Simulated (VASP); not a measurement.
In3B2H3, 8 atoms in the cell. The structure is cubic, space group Pm-3m (No. 221). The conventional cell has a = 4.788 Å, b = 4.788 Å, c = 4.788 Å, α = 90.00°, β = 90.00°, γ = 90.00°. Within 3.2 Å of In (site symmetry 4/mmm) lie 2 B at 2.39 Å and 4 H at 2.39 Å. B (site symmetry m-3m) has 6 In at 2.39 Å within 3.2 Å. B (site symmetry m-3m) has 6 H at 2.39 Å within 3.2 Å. H (site symmetry 4/mmm) has 4 In at 2.39 Å and 2 B at 2.39 Å within 3.2 Å. 

| Quantity | Value |
| --- | --- |
| Program | VASP 6.6.1 |
| Task | single point |
| Functional | PBE |
| Potentials or basis | VASP PAW PBE potentials, release 64 (In_d, B, H) |
| Cutoff | 500 eV |
| k mesh | 3 × 3 × 3 |
| Occupations | gaussian, width 0.15 eV |
| Spin | no spin polarisation |
| Dipole correction | no |
| Further INCAR settings | ALGO = Normal; EDIFF = 1e-06; NBANDS = 34 |

Potentials or basis: VASP PAW PBE potentials, release 64 (In_d, B, H).

Run with:

```console
$ cat potpaw_PBE.64/In_d/POTCAR potpaw_PBE.64/B/POTCAR potpaw_PBE.64/H/POTCAR > POTCAR
$ mpirun -np 1 vasp_std > vasp.out
```

Hardware: 1 thread of Intel Xeon 8259CL, with other jobs on the host.

Problem. Estimate the wall time of this run.

Solution. Wall time 32 s on 1 thread of Intel Xeon 8259CL, on a shared host, peak memory 0.21 GiB. Counts: scf iterations 14, k points 4.
